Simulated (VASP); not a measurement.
# Sb (Pm-3m) in VASP: notebook

The runs below take Sb through single point, with RPBE.

All numbers are computed with VASP 6.6.1; they aren't measurements. Logs are shortened: lines on timing, memory, paths and dates and some standing lists are left out, and cuts for length are marked.

## (1) The cell of the first run

Symmetry: Pm-3m, No. 221, cubic system. The conventional cell has a = 2.999 Å, b = 2.999 Å, c = 2.999 Å, α = 90.00°, β = 90.00°, γ = 90.00°. Sb (site symmetry m-3m) has 6 Sb at 3.00 Å within 3.9 Å.

## (2) Single point, RPBE (volume scaled by 0.88)

Contents of INCAR:

```
SYSTEM = Sb
PREC     = Accurate       ! precision mode
ENCUT    = 520            ! plane-wave cutoff, eV
EDIFF    = 1E-6           ! SCF threshold, eV
ISMEAR   = -1             ! smearing method
SIGMA    = 0.1            ! smearing width, eV
LREAL    = .False.        ! projectors in reciprocal space
LASPH    = .True.         ! aspherical terms in the spheres
NELM     = 100            ! most SCF steps
ALGO     = Normal         ! electronic algorithm
ISIF     = 2              ! what is computed and relaxed
LWAVE    = .False.        ! write WAVECAR
LCHARG   = .True.         ! write CHGCAR
GGA      = RP             ! functional
LELF     = .True.         ! ELF
LVHAR    = .True.       
NBANDS   = 8              ! bands
```

Contents of KPOINTS:

```
Automatic mesh
0
Gamma
  11 11 11
  0 0 0
```

Contents of POSCAR:

```
Sb
1.0
    2.9993104500      0.0000000000      0.0000000000
    0.0000000000      2.9993104500      0.0000000000
    0.0000000000      0.0000000000      2.9993104500
Sb
1
Direct
    0.0000000000      0.0000000000      0.0000000000
```

Potentials or basis: VASP PAW PBE potentials, release 64 (Sb).

Command:

```bash
cat potpaw_PBE.64/Sb/POTCAR > POTCAR
mpirun -np 1 vasp_std > vasp.out
```

OUTCAR:

```text
SYSTEM = Sb
   PREC = Accurate
   ENCUT = 520
   EDIFF = 1E-6
   ISMEAR = -1
   LREAL = .False.
   LASPH = .True.
   NELM = 100
   ISIF = 2
   GGA = RP

 ion  position               nearest neighbor table
   1  0.000  0.000  0.000-

  LATTYP: Found a simple cubic cell.
 ALAT       =     2.9993104500

  Lattice vectors:

 A1 = (   2.9993104500,   0.0000000000,   0.0000000000)
 A2 = (   0.0000000000,   2.9993104500,   0.0000000000)
 A3 = (   0.0000000000,   0.0000000000,   2.9993104500)

Analysis of symmetry for initial positions (statically):
=====================================================================
 Subroutine PRICEL returns:
 Original cell was already a primitive cell.

 Routine SETGRP: Setting up the symmetry group for a
 simple cubic supercell.

 Subroutine GETGRP returns: Found 48 space group operations
 (whereof 48 operations were pure point group operations)
 out of a pool of 48 trial point group operations.

The static configuration has the point symmetry O_h .

Analysis of symmetry for dynamics (positions and initial velocities):
=====================================================================
 Subroutine PRICEL returns:
 Original cell was already a primitive cell.

 Routine SETGRP: Setting up the symmetry group for a
 simple cubic supercell.

 Subroutine GETGRP returns: Found 48 space group operations
 (whereof 48 operations were pure point group operations)
 out of a pool of 48 trial point group operations.

The dynamic configuration has the point symmetry O_h .

 Subroutine INISYM returns: Found 48 space group operations
 (whereof 48 operations are pure point group operations),
 and found     1 'primitive' translations

----------------------------------------------------------------------------------------

                                     Primitive cell

  volume of cell :      26.9814

  direct lattice vectors                    reciprocal lattice vectors
     2.999310450  0.000000000  0.000000000     0.333409968  0.000000000  0.000000000
     0.000000000  2.999310450  0.000000000     0.000000000  0.333409968  0.000000000
     0.000000000  0.000000000  2.999310450     0.000000000  0.000000000  0.333409968

  length of vectors
     2.999310450  2.999310450  2.999310450     0.333409968  0.333409968  0.333409968

  position of ions in fractional coordinates (direct lattice)
     0.000000000  0.000000000  0.000000000

  ion indices of the primitive-cell ions
   primitive index   ion index
[... 70 lines left out ...]
   LASPH  =      T    aspherical Exc in radial PAW
   ENCUT  =  520.0 eV  38.22 Ry    6.18 a.u.   5.58  5.58  5.58*2*pi/ulx,y,z
   NELM   =    100;   NELMIN=  2; NELMDL= -5     # of ELM steps
   EDIFF  = 0.1E-05   stopping-criterion for ELM
   LREAL  =      F    real-space projection
   EDIFFG = 0.1E-04   stopping-criterion for IOM
   NSW    =      0    number of steps for IOM
   IBRION =     -1    ionic relax: 0-MD 1-quasi-New 2-CG
   NFREE  =      0    steps in history (QN), initial steepest desc. (CG)
   ISIF   =      2    stress and relaxation
   ISYM   =      2    0-nonsym 1-usesym 2-fastsym
   POTIM  = 0.5000    time-step for ionic-motion
   TEBEG  =    0.0;   TEEND  =   0.0 temperature during run
   PSTRESS=    0.0 pullay stress
   NELECT =       5.0000    total number of electrons
   NUPDOWN=      -1.0000    fix difference up-down
   EMIN   =  10.00;   EMAX   =-10.00  energy-range for DOS
   EFERMI =   0.00;   METHOD = LEGACY
   ISMEAR =    -1;   SIGMA  =   0.10  broadening in eV -4-tet -1-fermi 0-gaus
   EFERMI_NEDOS =   21; number of points for ismear=-14 and -15
   IALGO  =     38    algorithm
   IMIX   =      4    mixing-type and parameters
     AMIX     =   0.40;   BMIX     =  1.00
     AMIX_MAG =   1.60;   BMIX_MAG =  1.00
  volume/ion in A,a.u.               =      26.98       182.08
  Fermi-wavevector in a.u.,A,eV,Ry     =   0.933348  1.763771 11.852548  0.871138
  Thomas-Fermi vector in A             =   2.060040
   LORBIT       =      0    0 simple, 1 ext, 2 COOP (PROOUT), +10 PAW based schemes
   GGA     = RP    functional components
   LHFCALC =     F    Hartree Fock is set to
   AEXX    =    0.0000 exact exchange contribution
   IVDW    =     0    specifies the selected vdW correction
   LEPSILON=     F    determine dielectric tensor
   LRPA    =     F    only Hartree local field effects (RPA)
 non-spin polarized calculation
  energy-cutoff  :      520.00
  volume of cell :       26.98
 maximum number of plane-waves:       739
 NGX is ok and might be reduce to    24
   NGX = 11   NGY = 11   NGZ = 11

 number of electron       5.0000001 magnetization

 Free energy of the ion-electron system (eV)
  ---------------------------------------------------
  ext. energy  EPLUGINS =         0.00000000
  ---------------------------------------------------
  free energy    TOTEN  =        -3.61442606 eV

  energy without entropy =       -3.59362217  energy(sigma->0) =       -3.60402411

 E-fermi :   8.5093     XC(G=0): -10.0020

 val. band max:        8.4814128696   @ k =   0.1818   0.1818   0.0909
 cond. band min:       8.5646495185   @ k =   0.4545   0.3636   0.3636
 fundamental gap:      0.0832366489
 Fermi energy:         8.5092521372

 k-point     1 :       0.0000    0.0000    0.0000
  band No.  band energies     occupation
      1      -4.6309      2.00000
      2      12.0967      0.00000
      3      12.0967      0.00000
      4      12.0967      0.00000
      5      15.5368      0.00000
      6      15.5368      0.00000
      7      17.5256      0.00000
      8      26.7193      0.00000
[... 243 lines left out ...]
 k-point    24 :       0.2727    0.0909    0.0909
  band No.  band energies     occupation
      1      -3.2032      2.00000
      2       6.0127      2.00000
      3      11.6198      0.00000
      4      11.9888      0.00000
      5      18.2895      0.00000
      6      18.9056      0.00000
      7      20.5208      0.00000
      8      21.2537      0.00000

 [... further k-points ...]
[... 5 lines left out ...]
  --------------------------------------------------------------------------------------
  -------------------------------------------------------------------------------------
  Total        1.5323723      1.5323723      1.5323723      0.0000000     -0.0000000      0.0000000
  in kB       90.9935482     90.9935482     90.9935482      0.0000000     -0.0000000      0.0000000
  external PRESSURE =      90.9935482 kB  Pullay stress =       0.0000000 kB

 VOLUME and BASIS-vectors are now :
 -----------------------------------------------------------------------------
  energy-cutoff  :      520.00
  volume of cell :       26.98
      direct lattice vectors                 reciprocal lattice vectors
     2.999310450  0.000000000  0.000000000     0.333409968  0.000000000  0.000000000
     0.000000000  2.999310450  0.000000000     0.000000000  0.333409968  0.000000000
     0.000000000  0.000000000  2.999310450     0.000000000  0.000000000  0.333409968

 POSITION                                       TOTAL-FORCE (eV/Angst)
 -----------------------------------------------------------------------------------
      0.00000      0.00000      0.00000         0.000000      0.000000      0.000000
 -----------------------------------------------------------------------------------
    total drift:                               -0.000000      0.000000      0.000000

  FREE ENERGIE OF THE ION-ELECTRON SYSTEM (eV)
  ---------------------------------------------------
  free  energy   TOTEN  =        -3.6144260576 eV

  energy  without entropy=       -3.5936221676  energy(sigma->0) =       -3.60402411
```

Run time: 9.8 s. Hardware: 1 thread of Intel Xeon 8259CL, shared host; peak memory 0.14 GiB.

Results:

| Property | Result |
| --- | --- |
| Free energy | -3.6144 eV |
| Pressure | 9.1 GPa |

Caveat: the PAW data sets were made with another functional, which shifts forces and pressure a little; spin-orbit coupling is left out, which moves the levels of the heavy elements.

## (3) Single point, RPBE (volume scaled by 0.92)

Contents of INCAR:

```
PREC = Accurate
ENCUT = 520
EDIFF = 1E-7
ISMEAR = -1
SIGMA = 0.1
LREAL = False
LASPH = True
NELM = 60
ALGO = Normal
ISIF = 2
LWAVE = False
LCHARG = True
GGA = RP
LELF = True
LVHAR = True
NBANDS = 8
```

Contents of KPOINTS:

```
Automatic mesh
0
Gamma
  11 11 11
```

Contents of POSCAR:

```
Sb
1.0
    3.0440828784      0.0000000000      0.0000000000
    0.0000000000      3.0440828784      0.0000000000
    0.0000000000      0.0000000000      3.0440828784
Sb
1
Direct
    0.0000000000      0.0000000000      0.0000000000
```

Potentials or basis: VASP PAW PBE potentials, release 64 (Sb).

Command:

```bash
cat potpaw_PBE.64/Sb/POTCAR > POTCAR
mpirun -np 1 vasp_std > vasp.out
```

OUTCAR:

```text
PREC = Accurate
   ENCUT = 520
   EDIFF = 1E-7
   ISMEAR = -1
   LREAL = False
   LASPH = True
   NELM = 60
   ISIF = 2
   GGA = RP

 ion  position               nearest neighbor table
   1  0.000  0.000  0.000-

  LATTYP: Found a simple cubic cell.
 ALAT       =     3.0440828784

  Lattice vectors:

 A1 = (   3.0440828784,   0.0000000000,   0.0000000000)
 A2 = (   0.0000000000,   3.0440828784,   0.0000000000)
[... 441 lines left out ...]
      6      18.0924      0.00000
      7      19.8024      0.00000
      8      20.4087      0.00000

 [... further k-points ...]

------------------------ aborting loop because EDIFF is reached ----------------------------------------

  FORCE on cell =-STRESS in cart. coord.  units (eV):
  Direction    XX          YY          ZZ          XY          YZ          ZX
  --------------------------------------------------------------------------------------
  -------------------------------------------------------------------------------------
  Total        0.9892219      0.9892219      0.9892219      0.0000000      0.0000000      0.0000000
  in kB       56.1868766     56.1868766     56.1868766      0.0000000      0.0000000      0.0000000
  external PRESSURE =      56.1868766 kB  Pullay stress =       0.0000000 kB

 VOLUME and BASIS-vectors are now :
 -----------------------------------------------------------------------------
  energy-cutoff  :      520.00
  volume of cell :       28.21
      direct lattice vectors                 reciprocal lattice vectors
     3.044082878  0.000000000  0.000000000     0.328506168  0.000000000  0.000000000
     0.000000000  3.044082878  0.000000000     0.000000000  0.328506168  0.000000000
     0.000000000  0.000000000  3.044082878     0.000000000  0.000000000  0.328506168

 POSITION                                       TOTAL-FORCE (eV/Angst)
 -----------------------------------------------------------------------------------
      0.00000      0.00000      0.00000         0.000000      0.000000      0.000000
 -----------------------------------------------------------------------------------
    total drift:                               -0.000000      0.000000      0.000000

  FREE ENERGIE OF THE ION-ELECTRON SYSTEM (eV)
  ---------------------------------------------------
  free  energy   TOTEN  =        -3.6702464161 eV

  energy  without entropy=       -3.6472432545  energy(sigma->0) =       -3.65874484
```

OSZICAR:

```text
N       E                     dE             d eps       ncg     rms          rms(c)
DAV:   1     0.499436013101E+01    0.49944E+01   -0.16650E+03   912   0.407E+02
DAV:   2    -0.355876603624E+01   -0.85531E+01   -0.80296E+01  1248   0.522E+01
DAV:   3    -0.366164675144E+01   -0.10288E+00   -0.10266E+00  1008   0.639E+00
DAV:   4    -0.366208543067E+01   -0.43868E-03   -0.43867E-03  1368   0.509E-01
DAV:   5    -0.366208700551E+01   -0.15748E-05   -0.15755E-05  1088   0.199E-02    0.222E+00
DAV:   6    -0.366667001264E+01   -0.45830E-02   -0.10859E-03  1288   0.231E-01    0.134E+00
DAV:   7    -0.367010947950E+01   -0.34395E-02   -0.31793E-03   936   0.376E-01    0.792E-02
DAV:   8    -0.367023531365E+01   -0.12583E-03   -0.16654E-04  1176   0.869E-02    0.682E-03
DAV:   9    -0.367024440728E+01   -0.90936E-05   -0.10697E-05  1160   0.199E-02    0.256E-03
DAV:  10    -0.367024621546E+01   -0.18082E-05   -0.31395E-06  1064   0.106E-02    0.139E-03
DAV:  11    -0.367024649786E+01   -0.28240E-06   -0.32354E-08  1216   0.123E-03    0.751E-04
DAV:  12    -0.367024636667E+01    0.13118E-06   -0.70911E-09   632   0.528E-04    0.221E-04
DAV:  13    -0.367024641614E+01   -0.49467E-07   -0.33633E-10   528   0.144E-04
   1 F= -.36702464E+01 E0= -.36587448E+01  d E =-.230032E-01
```

stdout:

```text
POSCAR found type information on POSCAR Sb
 POSCAR found :  1 types and       1 ions
 scaLAPACK will be used
 -----------------------------------------------------------------------------
|                                                                             |
|                                                                             |
|     You enforced a specific xc type in the INCAR file but a different       |
|     I HOPE YOU KNOW WHAT YOU ARE DOING!                                     |
|                                                                             |
 -----------------------------------------------------------------------------

 LDA part: xc-table for (Slater+PW92), standard interpolation
 POSCAR, INCAR and KPOINTS ok, starting setup
 FFT: planning ... GRIDC
 FFT: planning ... GRID_SOFT
 FFT: planning ... GRID
 WAVECAR not read
 entering main loop
```

Wall time 11 s (1 thread of Intel Xeon 8259CL, shared host); peak memory 0.14 GiB.

Results:

```yaml
Free_energy: -3.6702 eV
Pressure: 5.6 GPa
```

Caveat: the PAW data sets were made with another functional, which shifts forces and pressure a little; spin-orbit coupling is left out, which moves the levels of the heavy elements.
